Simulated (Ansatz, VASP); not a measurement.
Fe in VASP and in Ansatz

```xyz
1
Lattice="-1.4713 1.4713 1.4713 1.4713 -1.4713 1.4713 1.4713 1.4713 -1.4713" Properties=species:S:1:pos:R:3 pbc="T T T"
Fe    0.0000    0.0000    0.0000
```

Change from the starting cell: volume scaled by 1.06.

Alike in both runs: task single point; functional PBEsol; k mesh 13 × 13 × 13; occupations fermi-dirac, width 0.05 eV; collinear spin.

|  | VASP | Ansatz |
| --- | --- | --- |
| version | VASP 6.6.1 | Ansatz 0.2.0 |
| potentials or method | VASP PAW PBE potentials, release 64 (Fe), cutoff 520 eV | all-electron LAPW, scalar-relativistic |

VASP gave:

- gap on the k mesh at the Fermi level (eV): none
- pressure (GPa): -20.5
- net moment per atom (μB): 2.54
- size of the moment on the site where the two differ most (μB): 2.54

What did Ansatz give for the same quantities?

gap on the k mesh at the Fermi level (eV): none; pressure (GPa): -21.3; net moment per atom (μB): 2.50; size of the moment on the site where the two differ most (μB): 2.56.

VASP's potentials were made for PBE, not for PBEsol. Site moments also hang on the region over which each program counts them. A gap of «none» marks a metal or a gap that the smearing closes. Ansatz ran all-electron here, and VASP with PAW potentials.
